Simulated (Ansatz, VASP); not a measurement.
**One calculation of MnS, two programs**

```
Mn S
1.0
     0.00000    2.80000    2.80000
     2.80000    0.00000    2.80000
     2.80000    2.80000    0.00000
Mn S
1 1
Cartesian
  0.0000 0.0000 0.0000
  4.2000 4.2000 4.2000
```

Alike in both runs: task electric field gradients; functional LDA; k mesh 10 × 10 × 10; occupations fermi-dirac, width 0.05 eV; collinear spin.

```csv
,VASP,Ansatz
version,VASP 6.6.1,Ansatz 0.2.0
potentials or method,"VASP PAW LDA potentials, release 64 (Mn_pv, S)","PAW with Ansatz's default frozen-core files, scalar-relativistic"
plane-wave cutoff (eV),520,420
valence electrons in the cell,19,21
```

|  | VASP | Ansatz | Ansatz less VASP |
| --- | --- | --- | --- |
| pressure (GPa) | -6.7 | -5.8 | +0.87 |
| net moment per atom (μB) | 2.34 | 2.38 | +0.044 |
| size of the moment on the site where the two differ most (μB) | 4.13 | 4.03 | -0.095 |

LDA's correlation is that of Perdew and Zunger in VASP and of Perdew and Wang (1992) in Ansatz. Site moments also hang on the region over which each program counts them. VASP's potentials hold 19 valence electrons a cell and Ansatz's 21, so a difference there can come from the potentials and not from the codes.
